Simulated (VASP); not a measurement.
# W (P6_3/mmc) in VASP: single point with PBE

Aim: the single point of W with PBE.

All numbers are computed with VASP 6.6.1; they aren't measurements. Logs are shortened: lines on timing, memory, paths and dates and some standing lists are left out, and cuts for length are marked.

**1. The cell of the first run**

It takes space group P6_3/mmc (No. 194, hexagonal). Conventional cell: a = 2.770 Å, b = 2.770 Å, c = 4.955 Å, α = 90.00°, β = 90.00°, γ = 120.00°. W (site symmetry -6m2) has 12 W at 2.77 to 2.95 Å within 3.7 Å.

This isn't the form of W at room conditions, which is bcc.

**2. Single point, PBE**

Contents of INCAR:

```
SYSTEM = W
ALGO = Normal ; EDIFF = 1E-6
ENCUT = 500 ; GGA = PE
GGA_COMPAT = .FALSE. ; ISIF = 2
ISMEAR = 0 ; LASPH = .TRUE.
LCHARG = .TRUE. ; LELF = .TRUE.
LREAL = .FALSE. ; LVHAR = .TRUE.
LWAVE = .FALSE. ; NBANDS = 21
NELM = 120 ; PREC = Accurate
SIGMA = 0.05
```

Contents of KPOINTS:

```
k-points
0
G
  8 8 4
  0 0 0
```

Contents of POSCAR:

```
W
1.0
    2.7698161243      0.0000000000      0.0000000000
   -1.3849080621      2.3987311275      0.0000000000
    0.0000000000      0.0000000000      4.9550841441
W
2
Direct
    0.3333333333      0.6666666667      0.7500000000
    0.6666666667      0.3333333333      0.2500000000
```

Potentials or basis: VASP PAW PBE potentials, release 64 (W_sv).

The run is started by

```console
$ cat potpaw_PBE.64/W_sv/POTCAR > POTCAR
$ mpirun -np 1 vasp_std > vasp.out
```

OUTCAR:

```text
SYSTEM = W
   EDIFF = 1E-6
   ENCUT = 500
   GGA = PE
   ISIF = 2
   ISMEAR = 0
   LASPH = .TRUE.
   LREAL = .FALSE.
   NELM = 120
   PREC = Accurate

 ion  position               nearest neighbor table
   1  0.333  0.667  0.750-   2 2.95   2 2.95   2 2.95   2 2.95   2 2.95   2 2.95
   2  0.667  0.333  0.250-   1 2.95   1 2.95   1 2.95   1 2.95   1 2.95   1 2.95

  LATTYP: Found a hexagonal cell.
 ALAT       =     2.7698161243
 C/A-ratio  =     1.7889577942

  Lattice vectors:

 A1 = (   2.7698161243,   0.0000000000,   0.0000000000)
 A2 = (  -1.3849080621,   2.3987311275,   0.0000000000)
 A3 = (   0.0000000000,   0.0000000000,   4.9550841441)

Analysis of symmetry for initial positions (statically):
=====================================================================
 Subroutine PRICEL returns:
 Original cell was already a primitive cell.

 Routine SETGRP: Setting up the symmetry group for a
 hexagonal supercell.

 Subroutine GETGRP returns: Found 24 space group operations
 (whereof 12 operations were pure point group operations)
 out of a pool of 24 trial point group operations.

The static configuration has the point symmetry D_3d.
 The point group associated with its full space group is D_6h.

Analysis of symmetry for dynamics (positions and initial velocities):
=====================================================================
 Subroutine PRICEL returns:
 Original cell was already a primitive cell.

 Routine SETGRP: Setting up the symmetry group for a
 hexagonal supercell.

 Subroutine GETGRP returns: Found 24 space group operations
 (whereof 12 operations were pure point group operations)
 out of a pool of 24 trial point group operations.

The dynamic configuration has the point symmetry D_3d.
 The point group associated with its full space group is D_6h.

 Subroutine INISYM returns: Found 24 space group operations
 (whereof 12 operations are pure point group operations),
 and found     1 'primitive' translations

----------------------------------------------------------------------------------------

                                     Primitive cell

  volume of cell :      32.9218

  direct lattice vectors                    reciprocal lattice vectors
     2.769816124  0.000000000  0.000000000     0.361034796  0.208443537  0.000000000
    -1.384908062  2.398731128  0.000000000     0.000000000  0.416887074  0.000000000
     0.000000000  0.000000000  4.955084144     0.000000000  0.000000000  0.201812920

  length of vectors
     2.769816124  2.769816124  4.955084144     0.416887074  0.416887074  0.201812920

  position of ions in fractional coordinates (direct lattice)
     0.333333333  0.666666667  0.750000000
     0.666666667  0.333333333  0.250000000

  ion indices of the primitive-cell ions
   primitive index   ion index
                 1           1
                 2           2

----------------------------------------------------------------------------------------

 KPOINTS: k-points

Automatic generation of k-mesh.
 Grid dimensions read from file:
 generate k-points for:    8    8    4

 Generating k-lattice:

  Cartesian coordinates                     Fractional coordinates (reciprocal lattice)
     0.045129350  0.026055442  0.000000000     0.125000000  0.000000000  0.000000000
     0.000000000  0.052110884  0.000000000     0.000000000  0.125000000  0.000000000
     0.000000000  0.000000000  0.050453230     0.000000000  0.000000000  0.250000000

  Length of vectors
     0.052110884  0.052110884  0.050453230

  Shift w.r.t. Gamma in fractional coordinates (k-lattice)
     0.000000000  0.000000000  0.000000000

 Subroutine IBZKPT returns following result:
 ===========================================

 Found     30 irreducible k-points:

 Following reciprocal coordinates:
            Coordinates               Weight
  0.000000  0.000000  0.000000      1.000000
  0.125000  0.000000  0.000000      6.000000
  0.250000  0.000000  0.000000      6.000000
  0.375000  0.000000  0.000000      6.000000
  0.500000  0.000000  0.000000      3.000000
  0.125000  0.125000  0.000000      6.000000
[... 16 lines left out ...]
  0.250000  0.000000  0.500000      6.000000
  0.375000  0.000000  0.500000      6.000000
 [... further k-points ...]
   k-points           NKPTS =     30   k-points in BZ     NKDIM =     30   number of bands    NBANDS=     21
   number of dos      NEDOS =    301   number of ions     NIONS =      2
   total plane-waves  NPLWV =  14400
   dimension x,y,z NGX =    20 NGY =   20 NGZ =   36
   dimension x,y,z NGXF=    40 NGYF=   40 NGZF=   72
   ions per type =               2
   NGX,Y,Z   is equivalent  to a cutoff of  12.00, 12.00, 12.08 a.u.
   NGXF,Y,Z  is equivalent  to a cutoff of  24.01, 24.01, 24.16 a.u.
 SYSTEM =  W
   PREC   = accura    normal or accurate (medium, high low for compatibility)
   ISTART =      0    job   : 0-new  1-cont  2-samecut
   ICHARG =      2    charge: 1-file 2-atom 10-const
   ISPIN  =      1    spin polarized calculation?
   LNONCOLLINEAR =      F non collinear calculations
   LSORBIT =      F    spin-orbit coupling
   LASPH  =      T    aspherical Exc in radial PAW
   ENCUT  =  500.0 eV  36.75 Ry    6.06 a.u.   5.05  5.05  9.03*2*pi/ulx,y,z
   NELM   =    120;   NELMIN=  2; NELMDL= -5     # of ELM steps
   EDIFF  = 0.1E-05   stopping-criterion for ELM
   LREAL  =      F    real-space projection
   EDIFFG = 0.1E-04   stopping-criterion for IOM
   NSW    =      0    number of steps for IOM
   IBRION =     -1    ionic relax: 0-MD 1-quasi-New 2-CG
   NFREE  =      0    steps in history (QN), initial steepest desc. (CG)
   ISIF   =      2    stress and relaxation
   ISYM   =      2    0-nonsym 1-usesym 2-fastsym
   POTIM  = 0.5000    time-step for ionic-motion
   TEBEG  =    0.0;   TEEND  =   0.0 temperature during run
   PSTRESS=    0.0 pullay stress
   NELECT =      28.0000    total number of electrons
   NUPDOWN=      -1.0000    fix difference up-down
   EMIN   =  10.00;   EMAX   =-10.00  energy-range for DOS
   EFERMI =   0.00;   METHOD = LEGACY
   ISMEAR =     0;   SIGMA  =   0.05  broadening in eV -4-tet -1-fermi 0-gaus
   EFERMI_NEDOS =   21; number of points for ismear=-14 and -15
   IALGO  =     38    algorithm
   IMIX   =      4    mixing-type and parameters
     AMIX     =   0.40;   BMIX     =  1.00
     AMIX_MAG =   1.60;   BMIX_MAG =  1.00
  volume/ion in A,a.u.               =      16.46       111.08
  Fermi-wavevector in a.u.,A,eV,Ry     =   1.551076  2.931108 32.733384  2.405836
  Thomas-Fermi vector in A             =   2.655647
   LORBIT       =      0    0 simple, 1 ext, 2 COOP (PROOUT), +10 PAW based schemes
   GGA     = PE    functional components
   LHFCALC =     F    Hartree Fock is set to
   AEXX    =    0.0000 exact exchange contribution
   IVDW    =     0    specifies the selected vdW correction
   LEPSILON=     F    determine dielectric tensor
   LRPA    =     F    only Hartree local field effects (RPA)
 non-spin polarized calculation
 Gauss-broadening in eV      SIGMA  =   0.05
  energy-cutoff  :      500.00
  volume of cell :       32.92
 maximum number of plane-waves:       850
   NGX = 11   NGY = 11   NGZ = 19

 number of electron      28.0000008 magnetization

 Free energy of the ion-electron system (eV)
  ---------------------------------------------------
  ext. energy  EPLUGINS =         0.00000000
  ---------------------------------------------------
  free energy    TOTEN  =       -24.90628550 eV

  energy without entropy =      -24.90272194  energy(sigma->0) =      -24.90450372

 E-fermi :  10.6655     XC(G=0): -13.4050

 val. band max:       10.6438951561   @ k =   0.1250   0.0000   0.2500
 cond. band min:      10.6665827703   @ k =   0.3750   0.0000   0.0000
 fundamental gap:      0.0226876142
 Fermi energy:        10.6654749322

 k-point     1 :       0.0000    0.0000    0.0000
  band No.  band energies     occupation
      1     -63.2012      2.00000
      2     -63.1322      2.00000
      3     -27.9163      2.00000
      4     -27.0203      2.00000
      5     -26.8161      2.00000
      6     -26.8161      2.00000
[... 13 lines left out ...]
     20      14.8427      0.00000
     21      19.2765      0.00000

 k-point     2 :       0.1250    0.0000    0.0000
  band No.  band energies     occupation
      1     -63.1839      2.00000
      2     -63.1195      2.00000
      3     -27.8622      2.00000
      4     -27.0264      2.00000
      5     -26.9929      2.00000
      6     -26.9050      2.00000
[... 13 lines left out ...]
     20      16.2120      0.00000
     21      19.1434      0.00000

 k-point     3 :       0.2500    0.0000    0.0000
  band No.  band energies     occupation
      1     -63.1412      2.00000
      2     -63.0898      2.00000
      3     -27.7193      2.00000
      4     -27.4104      2.00000
      5     -27.3153      2.00000
      6     -27.0522      2.00000
[... 13 lines left out ...]
     20      18.5115      0.00000
     21      18.6042      0.00000

 k-point     4 :       0.3750    0.0000    0.0000
  band No.  band energies     occupation
      1     -63.0959      2.00000
      2     -63.0622      2.00000
      3     -27.8137      2.00000
      4     -27.7007      2.00000
      5     -27.5437      2.00000
      6     -27.1094      2.00000
[... 13 lines left out ...]
     20      18.3909      0.00000
     21      20.4376      0.00000

 k-point     5 :       0.5000    0.0000    0.0000
  band No.  band energies     occupation
      1     -63.0751      2.00000
      2     -63.0526      2.00000
      3     -27.9764      2.00000
      4     -27.8545      2.00000
      5     -27.4446      2.00000
      6     -27.1590      2.00000
[... 13 lines left out ...]
     20      17.5820      0.00000
     21      21.1106      0.00000

 k-point     6 :       0.1250    0.1250    0.0000
  band No.  band energies     occupation
      1     -63.1538      2.00000
      2     -63.0983      2.00000
      3     -27.7635      2.00000
      4     -27.2482      2.00000
      5     -27.2110      2.00000
      6     -27.0424      2.00000
[... 13 lines left out ...]
     20      18.0811      0.00000
     21      18.8010      0.00000

 k-point     7 :       0.2500    0.1250    0.0000
  band No.  band energies     occupation
      1     -63.1096      2.00000
      2     -63.0698      2.00000
      3     -27.6227      2.00000
      4     -27.6016      2.00000
      5     -27.5524      2.00000
      6     -27.0967      2.00000
[... 13 lines left out ...]
     20      18.6099      0.00000
     21      20.3898      0.00000
[... 291 lines left out ...]
      1     -63.0565      2.00000
      2     -63.0499      2.00000
      3     -27.7911      2.00000
      4     -27.7197      2.00000
      5     -27.5011      2.00000
      6     -27.3872      2.00000
[... 13 lines left out ...]
     20      18.6396      0.00000
     21      20.7975      0.00000

 k-point    21 :       0.0000    0.0000    0.5000
  band No.  band energies     occupation
      1     -63.1667      2.00000
      2     -63.1667      2.00000
      3     -27.4814      2.00000
      4     -27.4814      2.00000
      5     -26.7713      2.00000
      6     -26.7713      2.00000
[... 13 lines left out ...]
     20      14.0752      0.00000
     21      23.2084      0.00000

 k-point    22 :       0.1250    0.0000    0.5000
  band No.  band energies     occupation
      1     -63.1517      2.00000
      2     -63.1517      2.00000
      3     -27.4710      2.00000
      4     -27.4710      2.00000
      5     -26.9325      2.00000
      6     -26.9325      2.00000
[... 13 lines left out ...]
     20      13.9925      0.00000
     21      23.8581      0.00000

 k-point    23 :       0.2500    0.0000    0.5000
  band No.  band energies     occupation
      1     -63.1155      2.00000
      2     -63.1155      2.00000
      3     -27.5390      2.00000
      4     -27.5390      2.00000
      5     -27.2130      2.00000
      6     -27.2130      2.00000
[... 13 lines left out ...]
     20      13.9955      0.00000
     21      23.5973      0.00000

 k-point    24 :       0.3750    0.0000    0.5000
  band No.  band energies     occupation
      1     -63.0791      2.00000
      2     -63.0791      2.00000
      3     -27.8364      2.00000
      4     -27.8364      2.00000
      5     -27.2445      2.00000
      6     -27.2445      2.00000
[... 13 lines left out ...]
     20      15.2546      0.00000
     21      22.3752      0.00000

 [... further k-points ...]

------------------------ aborting loop because EDIFF is reached ----------------------------------------

  FORCE on cell =-STRESS in cart. coord.  units (eV):
  Direction    XX          YY          ZZ          XY          YZ          ZX
  --------------------------------------------------------------------------------------
  -------------------------------------------------------------------------------------
  Total        0.0942865      0.0942865      0.0874420      0.0000000     -0.0000000      0.0000000
  in kB        4.5885620      4.5885620      4.2554637      0.0000000     -0.0000000      0.0000000
  external PRESSURE =       4.4775292 kB  Pullay stress =       0.0000000 kB

 VOLUME and BASIS-vectors are now :
 -----------------------------------------------------------------------------
  energy-cutoff  :      500.00
  volume of cell :       32.92
      direct lattice vectors                 reciprocal lattice vectors
     2.769816124  0.000000000  0.000000000     0.361034796  0.208443537  0.000000000
    -1.384908062  2.398731128  0.000000000     0.000000000  0.416887074  0.000000000
     0.000000000  0.000000000  4.955084144     0.000000000  0.000000000  0.201812920

 POSITION                                       TOTAL-FORCE (eV/Angst)
 -----------------------------------------------------------------------------------
     -0.00000      1.59915      3.71631        -0.000000      0.000000      0.000000
      1.38491      0.79958      1.23877         0.000000      0.000000      0.000000
 -----------------------------------------------------------------------------------
    total drift:                               -0.000000      0.000000     -0.000000

  FREE ENERGIE OF THE ION-ELECTRON SYSTEM (eV)
  ---------------------------------------------------
  free  energy   TOTEN  =       -24.9062854991 eV

  energy  without entropy=      -24.9027219447  energy(sigma->0) =      -24.90450372
```

Run time: 6.2 s. Hardware: 1 thread of Intel Xeon 6975P-C (Granite Rapids), shared host; peak memory 0.14 GiB.

What came out:

```
Free energy            : -24.9063 eV
Pressure               : 0.4 GPa
Band gap on the k mesh : zero (bands 14 and 15 overlap by 1.66 eV)
```

Caveat: spin-orbit coupling is left out, which moves the levels of the heavy elements.
